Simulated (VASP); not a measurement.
# Co: single point with RPBE

Crystal: Co.

```
Co
1.0
     3.88760    0.00000    0.00000
    -1.94380    3.36676    0.00000
     0.00000    0.00000    2.38405
Co
3
Direct
  0.00000 0.00000 0.00000
  0.33333 0.66667 0.50000
  0.66667 0.33333 0.50000
```

This cell differs from its parent crystal: volume scaled by 0.96.

```yaml
Program: VASP 6.6.1
Task: single point
Functional: RPBE
Potentials_or_basis: VASP PAW PBE potentials, release 64 (Co)
Cutoff: 520 eV
k_mesh: 12 × 12 × 17
Occupations: fermi-dirac, width 0.1 eV
Spin: no spin polarisation
Dipole_correction: no
Further_INCAR_settings: ALGO = Normal; EDIFF = 1e-07; NBANDS = 20
```

The pressure is 9.1 GPa.

Stress tensor (GPa, compression positive):
```
9.22 0.00 0.00
0.00 9.22 0.00
0.00 0.00 8.84
```

Levels at points of the mesh, in eV from the Fermi level:
| k point | band 11 | band 12 | band 13 | band 14 | band 15 | band 16 | band 17 | band 18 |
| --- | --- | --- | --- | --- | --- | --- | --- | --- |
| (0.00, 0.00, 0.00) | -0.98 | -0.98 | -0.95 | -0.95 | 0.45 | 0.45 | 7.09 | 7.09 |
| (0.50, 0.00, 0.00) | -0.84 | -0.17 | 0.05 | 0.08 | 0.10 | 0.22 | 0.32 | 0.47 |

Wall time 51 s on 1 thread of Intel(R) Xeon(R) 6975P-C (Granite Rapids), on a shared host, peak memory 0.2 GiB.

Caveat: the PAW data sets were made with another functional, which shifts forces and pressure a little; the run has no spin polarisation, though such a crystal can be magnetic. Spin polarisation is off, so any magnetic state and its effect on volume and gap are missing.
